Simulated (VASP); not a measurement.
Here is a VASP 6.6.1 calculation.

File INCAR:

```
PREC = Accurate
ENCUT = 520
EDIFF = 1E-7
ISMEAR = -1
SIGMA = 0.1
LREAL = False
LASPH = True
NELM = 100
ALGO = Normal
ISIF = 2
LWAVE = False
LCHARG = False
GGA = CA
NBANDS = 15
```

KPOINTS

```
Automatic mesh
0
Gamma
  12 12 12
```

Contents of POSCAR:

```
YSb
1.0
    0.0000000000      2.5020584392      2.5020584392
    2.5020584392      0.0000000000      2.5020584392
    2.5020584392      2.5020584392      0.0000000000
Y Sb
1 1
Direct
    0.0000000000      0.0000000000      0.0000000000
    0.2500000000      0.2500000000      0.2500000000
```

Potentials or basis: VASP PAW LDA potentials, release 64 (Y_sv, Sb).

Launch:

```sh
$ cat potpaw_LDA.64/Y_sv/POTCAR potpaw_LDA.64/Sb/POTCAR > POTCAR
$ mpirun -np 1 vasp_std > vasp.out
```

(1) What does it give for the pressure?

(2) Estimate the band gap on the k mesh.

## Answers

(1) 208.6 GPa.

(2) zero (band 8 reaches 12.75 eV, above the bottom of band 9 at 10.77 eV).

Caveat: spin-orbit coupling is left out, which moves the levels of the heavy elements.
